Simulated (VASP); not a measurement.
## Fe: single point with PBE+U

Fe:

```xyz
2
Lattice="-1.4550 1.4550 1.4550 2.9100 -2.9100 2.9100 1.4550 1.4550 -1.4550" Properties=species:S:1:pos:R:3 pbc="T T T"
Fe    0.0000    0.0000    0.0000
Fe    1.4550   -1.4550    1.4550
```

* Program: VASP 6.6.1
* Task: single point
* Functional: PBE
* Potentials or basis: VASP PAW PBE potentials, release 64 (Fe)
* Cutoff: 520 eV
* k mesh: 12 × 6 × 12
* Occupations: fermi-dirac, width 0.1 eV
* Spin: collinear spin
* Starting moments: [0.0, 4.0] μB
* Hubbard terms: Fe d U = 3.3 eV
* Dipole correction: no
* Further INCAR settings: ALGO = Normal; EDIFF = 1e-06; NBANDS = 19

```yaml
Pressure: 2.9 GPa
Net_moment: 5.64 μB per cell
Site_moments: Fe +2.92 μB
Valence_electrons_inside_the_program's_atomic_spheres: Fe 7.14
```

Levels at points of the mesh, in eV from the Fermi level:
Spin up:
```tsv
k point	band 9	band 10	band 11	band 12	band 13	band 14
(0.00, 0.00, 0.00)	-2.90	-2.82	-1.71	0.32	5.62	17.46
(0.50, 0.00, 0.00)	-1.71	-1.71	0.32	0.32	5.62	5.62
(0.00, 0.50, 0.00)	-2.95	-2.95	-2.90	-2.90	13.99	13.99
(0.50, 0.50, 0.00)	-2.58	-2.58	0.98	0.98	9.47	9.47
(0.50, 0.00, 0.50)	-1.94	-1.71	0.32	5.62	9.09	9.09
(0.50, 0.50, 0.50)	-1.83	-1.82	4.17	4.17	6.43	6.43
```
Spin down:
| k point | band 2 | band 3 | band 4 | band 5 | band 6 | band 7 | band 8 | band 9 |
| --- | --- | --- | --- | --- | --- | --- | --- | --- |
| (0.00, 0.00, 0.00) | -2.96 | -0.89 | 0.23 | 0.34 | 0.34 | 0.34 | 2.46 | 2.73 |
| (0.50, 0.00, 0.00) | -2.96 | -0.89 | -0.88 | 0.23 | 0.23 | 2.46 | 2.46 | 2.99 |
| (0.00, 0.50, 0.00) | -5.92 | -0.30 | -0.30 | -0.01 | -0.01 | 1.57 | 1.57 | 2.33 |
| (0.50, 0.50, 0.00) | -2.69 | -0.94 | -0.94 | -0.66 | -0.66 | 2.30 | 2.30 | 2.85 |
| (0.50, 0.00, 0.50) | -1.83 | -1.83 | -0.88 | 0.23 | 2.46 | 2.83 | 2.83 | 2.84 |
| (0.50, 0.50, 0.50) | -1.61 | -1.16 | -1.16 | 0.57 | 0.57 | 1.40 | 1.41 | 2.97 |

Eigenvalues of the final occupation matrices:
| site | spin | trace | eigenvalues |
| --- | --- | --- | --- |
| site 1 d | 1 | 4.63 | 0.92 0.92 0.92 0.93 0.93 |
| site 1 d | 2 | 1.58 | 0.21 0.21 0.39 0.39 0.39 |
| site 2 d | 1 | 4.63 | 0.92 0.92 0.92 0.93 0.93 |
| site 2 d | 2 | 1.58 | 0.21 0.21 0.39 0.39 0.39 |

Wall time 5.9 min on 1 thread of Intel(R) Xeon(R) Platinum 8259CL CPU @ 2.50GHz (Skylake/Cascade Lake) (shared host), peak memory 0.24 GiB.

Caveat: the U is typed as a test and isn't derived for this compound.
